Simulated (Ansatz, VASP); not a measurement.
## C: VASP beside Ansatz

File INCAR:

```
SYSTEM = C
PREC = Accurate ; ENCUT = 520
EDIFF = 1E-6 ; ISMEAR = -1
SIGMA = 0.05 ; LREAL = .False.
LASPH = .True. ; NELM = 60
ALGO = Normal ; ISIF = 2
LWAVE = .False. ; LCHARG = .False.
NBANDS = 16
```

Contents of KPOINTS:

```
regular mesh
0
Gamma
  12 12 12
  0 0 0
```

POSCAR

```
C
1.0
    1.2494161177      0.7213507319      8.3916093787
   -1.2494161177      0.7213507319      8.3916093787
    0.0000000000     -1.4427014637      8.3916093787
C
4
Direct
    0.0871730800      0.0871730800      0.0871730800
    0.7538500600      0.7538500600      0.7538500600
    0.2461499400      0.2461499400      0.2461499400
    0.9128269200      0.9128269200      0.9128269200
```

Contents of input.yaml:

```yaml
crystal:
  lattice:
    - [1.2494161177, 0.7213507319, 8.3916093787]
    - [-1.2494161177, 0.7213507319, 8.3916093787]
    - [0.0, -1.4427014637, 8.3916093787]
  atoms:
    - { symbol: C, position: [0.08717308, 0.08717308, 0.08717308] }
    - { symbol: C, position: [0.75385006, 0.75385006, 0.75385006] }
    - { symbol: C, position: [0.24614994, 0.24614994, 0.24614994] }
    - { symbol: C, position: [0.91282692, 0.91282692, 0.91282692] }
hamiltonian:
  xc: lda
  pseudopotentials: { kind: paw }
kpoints:
  mp_grid: { grid: [12, 12, 12] }
scf:
  occupations: { method: fermi_dirac, width: 0.05 }
output:
  forces: true
  stress: true
  eigenvalues: true
```

Alike in both runs: task single point; functional LDA; k mesh 12 × 12 × 12; occupations fermi-dirac, width 0.05 eV; no spin polarisation.

|  | VASP | Ansatz |
| --- | --- | --- |
| version | VASP 6.6.1 | Ansatz 0.2.0 |
| potentials or method | VASP PAW LDA potentials, release 64 (C) | Ansatz PAW |
| plane-wave cutoff (eV) | 520 | 420 |
| valence electrons in the cell | 16 | 16 |

|  | VASP | Ansatz | Ansatz less VASP |
| --- | --- | --- | --- |
| gap on the k mesh at the Fermi level (eV) | 0.18 | 0.18 | -0.001 |
| least direct gap on the mesh (eV) | 0.18 | 0.18 | -0.001 |
| pressure (GPa) | -13.3 | -13.9 | -0.61 |
| traceless stress, the component that is largest in VASP (GPa) | 12.37 | 13.06 | +0.694 |
| rms of the force components (eV/Å) | 0.004 | 0.004 | 0.0000 |

LDA's correlation is that of Perdew and Zunger in VASP and of Perdew and Wang (1992) in Ansatz. Atom by atom the forces differ by 0.000 eV/Å (rms over components).
